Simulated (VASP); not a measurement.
Here is a VASP 6.6.1 calculation.

INCAR

```
SYSTEM = Sb
ALGO = Normal
DIPOL = 0.5 0.5 0.500
EDIFF = 1E-6
EFIELD = -0.3
ENCUT = 520
GGA = PS
IDIPOL = 3
ISIF = 2
ISMEAR = -1
LASPH = .True.
LCHARG = .False.
LDIPOL = .True.
LREAL = .False.
LWAVE = .False.
NBANDS = 14
NELM = 80
PREC = Accurate
SIGMA = 0.1
```

The input KPOINTS:

```
k-points
0
Gamma
  11 11 1
  0 0 0
```

The input POSCAR:

```
Sb
1.0
    3.3338465369      0.0000000000      0.0000000000
    0.0000000000      3.3338465369      0.0000000000
    0.0000000000      0.0000000000     20.7148000000
Sb
3
Direct
    0.0000000000      0.0000000000      0.3920229357
    0.5000000000      0.5000000000      0.4999999993
    0.0000000000      0.0000000000      0.6079770651
```

Potentials or basis: VASP PAW PBE potentials, release 64 (Sb).

Run with:

```console
$ cat potpaw_PBE.64/Sb/POTCAR > POTCAR
$ mpirun -np 1 vasp_std > vasp.out
```

**Question.** Estimate the largest force.

**Answer.** 0.018 eV/Å.

Forces in eV/Å, atoms in the order of the input:
```
Sb   0.000  0.000 -0.016
Sb   0.000  0.000  0.018
Sb   0.000  0.000 -0.002
```

Caveat: the PAW data sets were made with another functional, which shifts forces and pressure a little.
